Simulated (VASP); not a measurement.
Set up this calculation in VASP 6.6.1, as the native input.

```yaml
Task: single point
Functional: PBEsol
Potentials_or_basis: VASP PAW PBE potentials, release 64 (Sn_d, O)
Cutoff: 520 eV
k_mesh: 8 × 6 × 8
Occupations: gaussian, width 0.05 eV
Spin: no spin polarisation
Dipole_correction: no
Further_INCAR_settings: ALGO = Normal; EDIFF = 1e-06; NBANDS = 28
```

The structure of SnO lies in POSCAR:

```
SnO
1.0
    3.3156061815      0.0000000000      0.0000000000
    0.0000000000      5.7049851891      0.0000000000
    0.0000000000      0.0000000000      3.8941648049
Sn O
2 2
Direct
    0.0000000000      0.2337892808      0.5261742991
    0.5000000000      0.7662107192      0.0261742991
    0.0666456922      0.8466234647      0.7238267009
    0.5666456922      0.0759106483      0.2238267009
```

This cell differs from its parent crystal: all O atoms moved +0.312 Å, as atom 3 along Cartesian [1 -1 0].

These files were run (other wordings do the same):

INCAR

```
PREC     = Accurate       # precision mode
ENCUT    = 520            # plane-wave cutoff, eV
EDIFF    = 1E-6           # SCF threshold, eV
ISMEAR   = 0              # smearing method
SIGMA    = 0.05           # smearing width, eV
LREAL    = False          # projectors in reciprocal space
LASPH    = True           # aspherical terms in the spheres
NELM     = 60             # most SCF steps
ALGO     = Normal         # electronic algorithm
ISIF     = 2              # what is computed and relaxed
LWAVE    = False          # write WAVECAR
LCHARG   = False          # write CHGCAR
GGA      = PS             # functional
NBANDS   = 28             # bands
```

KPOINTS

```
Automatic mesh
0
Gamma
  8 6 8
```

Potentials or basis: VASP PAW PBE potentials, release 64 (Sn_d, O).

The run is started by

```bash
$ cat potpaw_PBE.64/Sn_d/POTCAR potpaw_PBE.64/O/POTCAR > POTCAR
$ mpirun -np 1 vasp_std > vasp.out
```

It gave:

```json
{
 "Pressure": "4.9 GPa",
 "Largest force": "4.145 eV/Å",
 "Band gap on the k mesh": "1.01 eV (least direct gap 1.42 eV)"
}
```

Caveat: the cell differs from its parent crystal (all O atoms moved +0.312 Å, as atom 3 along Cartesian [1 -1 0]); the cell stands under pressure; the PAW data sets were made with another functional, which shifts forces and pressure a little; spin-orbit coupling is left out, which moves the levels of the heavy elements.

It took 7.8 min on 1 thread of Oxide Virtual Turin-like Processor, with other jobs on the host, peak memory 0.39 GiB.
